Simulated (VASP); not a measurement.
Write the native input for VASP 6.6.1 that does the following.

```yaml
Task: single point
Functional: PBE
Potentials_or_basis: VASP PAW PBE potentials, release 64 (Pr_3, W_sv, S), 4f in core
Cutoff: 500 eV
k_mesh: 4 × 4 × 4
Occupations: gaussian, width 0.1 eV
Spin: collinear spin
Starting_moments: "[0.02, 1.33, -0.04, -0.04, -0.04, -0.04] μB"
Dipole_correction: no
Further_INCAR_settings: ALGO = Normal; EDIFF = 1e-06; NBANDS = 38
```

The structure of PrWS4 lies in POSCAR:

```
PrWS4
1.0
    4.2507798600      0.0000000000      0.0000000000
    0.0000000000      4.2507798600      0.0000000000
    0.0000000000      0.0000000000      6.3414129100
Pr W S
1 1 4
Direct
    0.0000000000      0.0000000000      0.0000000000
    0.5000000000      0.5000000000      0.5000000000
    0.0000000000      0.5000000000      0.7644799900
    0.5000000000      0.0000000000      0.7644799900
    0.0000000000      0.5000000000      0.2355200100
    0.5000000000      0.0000000000      0.2355200100
```

The cell was generated, and may not be a known phase.

The input as run:

INCAR

```
ALGO = Normal
EDIFF = 1E-6
ENCUT = 500
GGA = PE
GGA_COMPAT = False
ISIF = 2
ISMEAR = 0
ISPIN = 2
LASPH = True
LCHARG = True
LELF = True
LMAXMIX = 6
LORBIT = 11
LREAL = False
LVHAR = True
LWAVE = False
MAGMOM = 0.02 1.33 -0.04 -0.04 -0.04 -0.04
NBANDS = 38
NELM = 200
PREC = Accurate
SIGMA = 0.1
```

KPOINTS

```
k-points
0
Gamma
  4 4 4
```

Potentials or basis: VASP PAW PBE potentials, release 64 (Pr_3, W_sv, S), 4f in core.

The run is started by

```console
$ cat potpaw_PBE.64/Pr_3/POTCAR potpaw_PBE.64/W_sv/POTCAR potpaw_PBE.64/S/POTCAR > POTCAR
$ mpirun -np 1 vasp_std > vasp.out
```

It gave:

```json
{"Pressure": "17.9 GPa", "Largest force": "4.526 eV/Å", "Net moment": "1.46 μB per cell", "Site moments": "Pr +0.03; W +1.33; S -0.04 μB", "Valence electrons inside the program's atomic spheres": "Pr 9.21; W 11.50; S 3.77"}
```

Caveat: the k points lie up to 0.37 Å⁻¹ apart; the magnetic or orbital state may not be the lowest; forces of over 1 eV/Å act on the atoms, so gaps and moduli don't describe the material at rest.

Run time: 2.9 min on 1 thread of Intel(R) Xeon(R) 6975P-C (Granite Rapids), with other jobs on the host, peak memory 0.32 GiB.
